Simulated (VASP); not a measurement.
Write the native input for VASP 6.6.1 that does the following.

```
Task                   : single point
Functional             : PBEsol
Potentials or basis    : VASP PAW PBE potentials, release 64 (N)
Cutoff                 : 600 eV
k mesh                 : 3 × 3 × 3
Occupations            : fermi-dirac, width 0.02 eV
Spin                   : no spin polarisation
Dipole correction      : no
Further INCAR settings : ALGO = Normal; EDIFF = 1e-06; NBANDS = 18
```

The structure of N lies in POSCAR:

```
N
1.0
    3.0009529063      0.0000000000      0.0000000000
    0.0000000000      3.0009529063      0.0000000000
    0.0000000000      0.0000000000      3.0009529063
N
4
Direct
    0.3750049063      0.8750049063      0.6249950937
    0.8750049063      0.6249950937      0.3750049063
    0.1249950937      0.1249950937      0.1249950937
    0.6249950937      0.3750049063      0.8750049063
```

These files were run (other wordings do the same):

INCAR

```
SYSTEM = N
ALGO = Normal ; EDIFF = 1E-6
ENCUT = 600 ; GGA = PS
GGA_COMPAT = .False. ; ISIF = 2
ISMEAR = -1 ; LASPH = .True.
LCHARG = .False. ; LREAL = .False.
LWAVE = .False. ; NBANDS = 18
NELM = 120 ; PREC = Accurate
SIGMA = 0.02
```

KPOINTS

```
k-points
0
Gamma
  3 3 3
  0 0 0
```

Potentials or basis: VASP PAW PBE potentials, release 64 (N).

Run with:

```sh
$ cat potpaw_PBE.64/N/POTCAR > POTCAR
$ mpirun -np 1 vasp_std > vasp.out
```

It gave:

```yaml
Pressure: 14.6 GPa
Band_gap_on_the_k_mesh: zero (band 10 reaches 8.87 eV, above the bottom of band 11 at 6.76 eV)
```

Caveat: the k points lie up to 0.70 Å⁻¹ apart; the PAW data sets were made with another functional, which shifts forces and pressure a little.

It took 2.9 s on 1 thread of AMD EPYC 7R43 64-Core Processor (Zen 3), on a shared host, peak memory 0.09 GiB.
